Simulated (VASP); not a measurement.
## MoS2: single point with PBEsol

Crystal: MoS2.

```xyz
3
Lattice="1.5905 0.9183 6.1907 -1.5905 0.9183 6.1907 0.0000 -1.8365 6.1907" Properties=species:S:1:pos:R:3 pbc="T T T"
Mo    0.0000    0.0000    0.0000
S     0.0000    0.0000    7.7446
S     0.0000    0.0000    4.6430
```

```json
{
 "Program": "VASP 6.6.1",
 "Task": "single point",
 "Functional": "PBEsol",
 "Potentials or basis": "VASP PAW PBE potentials, release 64 (Mo_sv, S)",
 "Cutoff": "520 eV",
 "k mesh": "10 × 10 × 10",
 "Occupations": "fermi-dirac, width 0.05 eV",
 "Spin": "no spin polarisation",
 "Dipole correction": "no",
 "Further INCAR settings": "ALGO = Normal; EDIFF = 1e-06; NBANDS = 20"
}
```

* Pressure: -2.6 GPa
* Largest force: 0.152 eV/Å
* Band gap on the k mesh: 0.94 eV, indirect (least direct gap 1.91 eV)

Forces in eV/Å, atoms in the order of the input:
```
Mo   0.000  0.000  0.082
S    0.000  0.000 -0.152
S    0.000  0.000  0.069
```

Stress tensor (GPa, compression positive):
```
-3.49  0.00  0.00
 0.00 -3.49  0.00
 0.00  0.00 -0.90
```

Levels at points of the mesh, in eV from the valence-band top:
```tsv
k point	band 10	band 11	band 12	band 13	band 14	band 15	band 16	band 17
(0.00, 0.00, 0.00)	-2.28	-2.28	-1.24	-1.14	2.00	2.00	2.41	2.41
(0.50, 0.00, 0.00)	-3.98	-2.32	-1.64	-1.47	1.55	1.97	3.41	3.44
(0.50, 0.50, 0.00)	-3.90	-2.87	-1.81	-1.31	1.51	2.09	2.95	3.85
(0.50, 0.50, 0.50)	-3.41	-2.25	-2.25	0.00	2.09	2.09	2.28	2.28
```

It took 4.7 min on 1 thread of AMD EPYC 7R13 Processor (Zen 3), on a shared host, peak memory 0.35 GiB.

Caveat: the PAW data sets were made with another functional, which shifts forces and pressure a little. A hybrid or GW would open this gap; PBEsol tends to underestimate it.
